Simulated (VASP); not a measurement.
A run of VASP 6.6.1 is set up as follows.

Contents of INCAR:

```
ALGO     = Normal         # electronic algorithm
EDIFF    = 1E-7           # SCF threshold, eV
ENCUT    = 520            # plane-wave cutoff, eV
GGA      = PE             # functional
ISIF     = 2              # what is computed and relaxed
ISMEAR   = 0              # smearing method
LASPH    = T              # aspherical terms in the spheres
LCHARG   = F              # write CHGCAR
LREAL    = F              # projectors in reciprocal space
LWAVE    = F              # write WAVECAR
NBANDS   = 11             # bands
NELM     = 60             # most SCF steps
PREC     = Accurate       # precision mode
SIGMA    = 0.05           # smearing width, eV
```

KPOINTS

```
k-points
0
Gamma
  8 8 8
```

Contents of POSCAR:

```
Si
1.0
    0.0000000000      2.9637968550      2.8783355847
    2.3621495119      0.0000000000      2.8783355847
    2.3621495119      2.9637968550      0.0000000000
Si
2
Direct
    0.5000000000      0.5000000000      0.5000000000
    0.7500000000      0.7500000000      0.7500000000
```

Potentials or basis: VASP PAW PBE potentials, release 64 (Si).

The run is started by

```bash
$ cat potpaw_PBE.64/Si/POTCAR > POTCAR
$ mpirun -np 1 vasp_std > vasp.out
```

(1) What does it give for the pressure?

(2) Predict the band gap on the k mesh.

Results:

(1) -0.7 GPa.

(2) zero (band 4 reaches 6.63 eV, above the bottom of band 5 at 5.18 eV).

Caveat: the cell differs from its parent crystal (strain +e along x and -e along y -0.1100, strain +e along z and -e/2 along x and y +0.0525).
